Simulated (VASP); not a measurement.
# PbS (Fm-3m) in VASP: further runs, part 2 of 2

VASP 6.6.1. The steps go on from the part before.

**4. Relaxation of cell and atoms, b88 exchange, pbe correlation**

Input file INCAR:

```
PREC     = Accurate       # precision mode
ENCUT    = 500            # plane-wave cutoff, eV
EDIFF    = 1E-7           # SCF threshold, eV
ISMEAR   = -1             # smearing method
SIGMA    = 0.05           # smearing width, eV
LREAL    = False          # projectors in reciprocal space
LASPH    = True           # aspherical terms in the spheres
NELM     = 120            # most SCF steps
ALGO     = Normal         # electronic algorithm
ISIF     = 3              # what is computed and relaxed
LWAVE    = False          # write WAVECAR
LCHARG   = False          # write CHGCAR
GGA      = LIBXC          # functional
LIBXC1   = GGA_X_B88    
LIBXC2   = GGA_C_PBE    
IBRION   = 2              # ionic algorithm
NSW      = 60             # ionic steps
EDIFFG   = -0.01          # ionic threshold
GGA_COMPAT= False        
NELMIN   = 4
```

Input file KPOINTS:

```
Automatic mesh
0
Gamma
  8 8 8
```

Input file POSCAR:

```
PbS
1.0
    0.0000000000      2.9657500000      2.9657500000
    2.9657500000      0.0000000000      2.9657500000
    2.9657500000      2.9657500000      0.0000000000
Pb S
1 1
Direct
    0.0000000000      0.0000000000      0.0000000000
    0.5000000000      0.5000000000      0.5000000000
```

Potentials or basis: VASP PAW PBE potentials, release 64 (Pb_d, S).

On the command line:

```bash
> cat potpaw_PBE.64/Pb_d/POTCAR potpaw_PBE.64/S/POTCAR > POTCAR
> mpirun -np 1 vasp_std > vasp.out
```

OUTCAR:

```text
PREC = Accurate
   ENCUT = 500
   EDIFF = 1E-7
   ISMEAR = -1
   LREAL = False
   LASPH = True
   NELM = 120
   ISIF = 3
   GGA = LIBXC
   IBRION = 2
   NSW = 60
   EDIFFG = -0.01
   NELMIN = 4

 ion  position               nearest neighbor table
   1  0.000  0.000  0.000-   2 2.97   2 2.97   2 2.97   2 2.97   2 2.97   2 2.97
   2  0.500  0.500  0.500-   1 2.97   1 2.97   1 2.97   1 2.97   1 2.97   1 2.97

  LATTYP: Found a face centered cubic cell.
 ALAT       =     5.9315000000

  Lattice vectors:

 A1 = (   0.0000000000,   2.9657500000,   2.9657500000)
 A2 = (   2.9657500000,   0.0000000000,   2.9657500000)
 A3 = (   2.9657500000,   2.9657500000,   0.0000000000)

Analysis of symmetry for initial positions (statically):
=====================================================================
 Subroutine PRICEL returns:
 Original cell was already a primitive cell.

 Routine SETGRP: Setting up the symmetry group for a
 face centered cubic supercell.

 Subroutine GETGRP returns: Found 48 space group operations
 (whereof 48 operations were pure point group operations)
 out of a pool of 48 trial point group operations.

The static configuration has the point symmetry O_h .

Analysis of symmetry for dynamics (positions and initial velocities):
=====================================================================
 Subroutine PRICEL returns:
 Original cell was already a primitive cell.

 Routine SETGRP: Setting up the symmetry group for a
 face centered cubic supercell.

 Subroutine GETGRP returns: Found 48 space group operations
 (whereof 48 operations were pure point group operations)
 out of a pool of 48 trial point group operations.

The dynamic configuration has the point symmetry O_h .

 Subroutine INISYM returns: Found 48 space group operations
 (whereof 48 operations are pure point group operations),
 and found     1 'primitive' translations

----------------------------------------------------------------------------------------

                                     Primitive cell

  volume of cell :      52.1715

  direct lattice vectors                    reciprocal lattice vectors
     0.000000000  2.965750000  2.965750000    -0.168591419  0.168591419  0.168591419
     2.965750000  0.000000000  2.965750000     0.168591419 -0.168591419  0.168591419
     2.965750000  2.965750000  0.000000000     0.168591419  0.168591419 -0.168591419

  length of vectors
     4.194203873  4.194203873  4.194203873     0.292008903  0.292008903  0.292008903

  position of ions in fractional coordinates (direct lattice)
     0.000000000  0.000000000  0.000000000
     0.500000000  0.500000000  0.500000000

  ion indices of the primitive-cell ions
   primitive index   ion index
                 1           1
                 2           2

----------------------------------------------------------------------------------------

 KPOINTS: Automatic mesh

Automatic generation of k-mesh.
 Grid dimensions read from file:
 generate k-points for:    8    8    8

[... 52 lines left out ...]
   NGXF,Y,Z  is equivalent  to a cutoff of  25.37, 25.37, 25.37 a.u.
 SYSTEM =  unknown system
   PREC   = accura    normal or accurate (medium, high low for compatibility)
   ISTART =      0    job   : 0-new  1-cont  2-samecut
   ICHARG =      2    charge: 1-file 2-atom 10-const
   ISPIN  =      1    spin polarized calculation?
   LNONCOLLINEAR =      F non collinear calculations
   LSORBIT =      F    spin-orbit coupling
   LASPH  =      T    aspherical Exc in radial PAW
   ENCUT  =  500.0 eV  36.75 Ry    6.06 a.u.   7.65  7.65  7.65*2*pi/ulx,y,z
   NELM   =    120;   NELMIN=  4; NELMDL= -5     # of ELM steps
   EDIFF  = 0.1E-06   stopping-criterion for ELM
   LREAL  =      F    real-space projection
   EDIFFG = -.1E-01   stopping-criterion for IOM
   NSW    =     60    number of steps for IOM
   IBRION =      2    ionic relax: 0-MD 1-quasi-New 2-CG
   NFREE  =      1    steps in history (QN), initial steepest desc. (CG)
   ISIF   =      3    stress and relaxation
   ISYM   =      2    0-nonsym 1-usesym 2-fastsym
   POTIM  = 0.5000    time-step for ionic-motion
   TEBEG  =    0.0;   TEEND  =   0.0 temperature during run
   PSTRESS=    0.0 pullay stress
   NELECT =      20.0000    total number of electrons
   NUPDOWN=      -1.0000    fix difference up-down
   EMIN   =  10.00;   EMAX   =-10.00  energy-range for DOS
   EFERMI =   0.00;   METHOD = LEGACY
   ISMEAR =    -1;   SIGMA  =   0.05  broadening in eV -4-tet -1-fermi 0-gaus
   EFERMI_NEDOS =   21; number of points for ismear=-14 and -15
   IALGO  =     38    algorithm
   IMIX   =      4    mixing-type and parameters
     AMIX     =   0.40;   BMIX     =  1.00
     AMIX_MAG =   1.60;   BMIX_MAG =  1.00
  volume/ion in A,a.u.               =      26.09       176.04
  Fermi-wavevector in a.u.,A,eV,Ry     =   1.189251  2.247359 19.242973  1.414319
  Thomas-Fermi vector in A             =   2.325363
   LORBIT       =      0    0 simple, 1 ext, 2 COOP (PROOUT), +10 PAW based schemes
   GGA     = LIBXC    functional components
   LHFCALC =     F    Hartree Fock is set to
   AEXX    =    0.0000 exact exchange contribution
   IVDW    =     0    specifies the selected vdW correction
   LEPSILON=     F    determine dielectric tensor
   LRPA    =     F    only Hartree local field effects (RPA)
 conjugate gradient relaxation of ions
 non-spin polarized calculation
  energy-cutoff  :      500.00
  volume of cell :       52.17
 maximum number of plane-waves:      1363
   NGX = 15   NGY = 15   NGZ = 15

--------------------------------------- Ionic step        1  -------------------------------------------

 number of electron      19.9999998 magnetization

 Free energy of the ion-electron system (eV)
  ---------------------------------------------------
  ext. energy  EPLUGINS =         0.00000000
  ---------------------------------------------------
  free energy    TOTEN  =        -8.49441221 eV

  energy without entropy =       -8.49423731  energy(sigma->0) =       -8.49432476

------------------------ aborting loop because EDIFF is reached ----------------------------------------

  FORCE on cell =-STRESS in cart. coord.  units (eV):
  Direction    XX          YY          ZZ          XY          YZ          ZX
  --------------------------------------------------------------------------------------
  -------------------------------------------------------------------------------------
  Total        0.6380857      0.6380857      0.6380857      0.0000000      0.0000000      0.0000000
  in kB       19.5954848     19.5954848     19.5954848      0.0000000      0.0000000      0.0000000
  external PRESSURE =      19.5954848 kB  Pullay stress =       0.0000000 kB
[... 59 lines left out ...]
--------------------------------------- Ionic step        3  -------------------------------------------

 number of electron      20.0000003 magnetization

 Free energy of the ion-electron system (eV)
  ---------------------------------------------------
  ext. energy  EPLUGINS =         0.00000000
  ---------------------------------------------------
  free energy    TOTEN  =        -8.50515384 eV

  energy without entropy =       -8.50508617  energy(sigma->0) =       -8.50512000

 E-fermi :   5.5340     XC(G=0):  -9.5602

 val. band max:        5.2885075080   @ k =   0.5000   0.0000   0.0000
 cond. band min:       5.7795060268   @ k =   0.5000   0.0000   0.0000
 fundamental gap:      0.4909985188
 Fermi energy:         5.5340181456

 k-point     1 :       0.0000    0.0000    0.0000
  band No.  band energies     occupation
      1     -11.4493      2.00000
      2     -11.4493      2.00000
      3     -11.4493      2.00000
      4     -11.4323      2.00000
      5     -11.4323      2.00000
      6      -7.9628      2.00000
      7      -0.7875      2.00000
      8       3.3289      2.00000
      9       3.3289      2.00000
     10       3.3289      2.00000
     11      10.4289      0.00000
     12      10.4289      0.00000
     13      10.4289      0.00000
     14      12.1596      0.00000
[... 377 lines left out ...]
      1     -11.4901      2.00000
      2     -11.4479      2.00000
      3     -11.4341      2.00000
      4     -11.4233      2.00000
      5     -11.4051      2.00000
      6      -6.6009      2.00000
      7      -2.9982      2.00000
      8       2.1085      2.00000
      9       2.5032      2.00000
     10       4.3983      2.00000
     11       6.9389      0.00000
     12       8.7286      0.00000
     13       9.3158      0.00000
     14      13.3568      0.00000

 [... further k-points ...]

------------------------ aborting loop because EDIFF is reached ----------------------------------------

  FORCE on cell =-STRESS in cart. coord.  units (eV):
  Direction    XX          YY          ZZ          XY          YZ          ZX
  --------------------------------------------------------------------------------------
  -------------------------------------------------------------------------------------
  Total        0.0019422      0.0019422      0.0019422      0.0000000      0.0000000      0.0000000
  in kB        0.0576451      0.0576451      0.0576451      0.0000000      0.0000000      0.0000000
  external PRESSURE =       0.0576451 kB  Pullay stress =       0.0000000 kB
[... 17 lines left out ...]
  FREE ENERGIE OF THE ION-ELECTRON SYSTEM (eV)
  ---------------------------------------------------
  free  energy   TOTEN  =        -8.5051538411 eV

  energy  without entropy=       -8.5050861666  energy(sigma->0) =       -8.50512000

 reached required accuracy - stopping structural energy minimisation
```

It took 58 s on 1 thread of Intel Xeon Platinum 8488C (Sapphire Rapids), shared host; peak memory 0.2 GiB.

Results:

```yaml
Free_energy: -8.5052 eV
Relaxed_volume: 26.99 Å³/atom
Relaxed_cell: a = 4.242 Å, b = 4.242 Å, c = 4.242 Å, α = 60.00°, β = 60.00°, γ = 60.00°
Space_group_after_relaxing_to_0.1_Å: Fm-3m (No. 225)
Energy_gained_by_relaxing: 5.4 meV/atom
Ionic_steps: 3
Pressure_after_relaxing: 0.0 GPa
Band_gap_on_the_k_mesh: 0.49 eV
```

Step by step:
```csv
step,energy change (eV),largest force (eV/Å),pressure (GPa),volume (Å³)
1,0.0000,0.0000,1.96,52.17
2,-0.0095,0.0000,-0.61,54.62
3,-0.0107,0.0000,0.01,53.98
```

Final structure:
```
CELL_PARAMETERS angstrom
0.00000 2.99964 2.99964
2.99964 0.00000 2.99964
2.99964 2.99964 0.00000
ATOMIC_POSITIONS crystal
Pb 0.00000 0.00000 0.00000
S 0.50000 0.50000 0.50000
```

Caveat: the PAW data sets were made with another functional, which shifts forces and pressure a little; spin-orbit coupling is left out, which moves the levels of the heavy elements. Zero-point motion and thermal expansion aren't in these numbers.

**5. Single point, HF**

This run uses another cell than the first one, of 24.52 Å³/atom.

Input file POSCAR:

```
PbS
1.0
    0.0000000000      2.9052075019      2.9052075019
    2.9052075019      0.0000000000      2.9052075019
    2.9052075019      2.9052075019      0.0000000000
Pb S
1 1
Direct
    0.0000000000      0.0000000000      0.0000000000
    0.5000000000      0.5000000000      0.5000000000
```

Input file INCAR.step1:

```
ALGO = Normal
EDIFF = 1E-5
ENCUT = 520
GGA = PE
ISIF = 2
ISMEAR = -1
LASPH = True
LCHARG = False
LREAL = False
LWAVE = True
NBANDS = 17
NELM = 100
PREC = Accurate
SIGMA = 0.05
```

Input file INCAR.step2:

```
AEXX = 1.0
AGGAC = 0.0
ALDAC = 0.0
ALGO = Normal
EDIFF = 1E-7
ENCUT = 520
GGA = PE
ISIF = 2
ISMEAR = -1
ISTART = 1
LASPH = True
LCHARG = False
LHFCALC = True
LREAL = False
LWAVE = False
NBANDS = 17
NELM = 100
PREC = Accurate
PRECFOCK = Normal
SIGMA = 0.05
```

Input file KPOINTS:

```
k-points
0
Gamma
  4 4 4
```

On the command line:

```bash
> cat potpaw_PBE.64/Pb_d/POTCAR potpaw_PBE.64/S/POTCAR > POTCAR
> cp INCAR.step1 INCAR
> mpirun -np 1 vasp_std > vasp.out
> cp INCAR.step2 INCAR
> mpirun -np 1 vasp_std > vasp.out
```

Wall time 14 min (1 thread of Intel Xeon Platinum 8488C (Sapphire Rapids), shared host); peak memory 0.18 GiB.

It converged, with:

* Free energy: -17.5210 eV
* Pressure: 13.1 GPa
* Band gap on the k mesh: 5.13 eV

Levels at points of the mesh, in eV from the valence-band top:
```
           k point  band 8  band 9  band 10  band 11  band 12  band 13
(0.00, 0.00, 0.00)   -4.41   -4.41    -4.41    11.77    11.77    11.77
(0.50, 0.00, 0.00)   -3.91   -3.91     0.00     5.13     6.92     6.92
(0.50, 0.50, 0.00)   -8.76   -6.22    -6.22     8.78    12.47    12.56
```

Caveat: the k points lie up to 0.47 Å⁻¹ apart; the PAW data sets were made with another functional, which shifts forces and pressure a little; spin-orbit coupling is left out, which moves the levels of the heavy elements. A k mesh can miss the band edges.

**6. Summary**

```csv
task,level,spin,cell,k mesh,cutoff (eV),smearing,grid for exact exchange (PRECFOCK),share of exact exchange,gap on the mesh (eV),pressure (GPa),relaxed volume (Å³/atom)
relaxation of cell and atoms,PBEsol+D4,collinear,"relaxed from a = 4.194 Å, angles 60.0°, 2 atoms",8 × 8 × 8,600,gaussian 0.01 eV,-,-,0.12,0.0,25.17
single point,"b88 exchange, pbe correlation",off,"a = 4.244 Å, angles 60.0°, 2 atoms",8 × 8 × 8,500,fermi-dirac 0.05 eV,-,-,0.50,-0.1,-
relaxation of cell and atoms,"b88 exchange, pbe correlation",off,"relaxed from a = 4.194 Å, angles 60.0°, 2 atoms",8 × 8 × 8,500,fermi-dirac 0.05 eV,-,-,0.49,0.0,26.99
single point,HF,off,"a = 4.109 Å, angles 60.0°, 2 atoms",4 × 4 × 4,520,fermi-dirac 0.05 eV,Normal,1,5.13,13.1,-
```

Alike in all rows: potentials or basis VASP PAW PBE potentials, release 64 (Pb_d, S).

Caveats: some runs use coarse meshes; the PAW data sets were made with another functional, which shifts forces and pressure a little; spin-orbit coupling is left out, which moves the levels of the heavy elements.

Absolute energies hang on the potentials; compare differences alone.
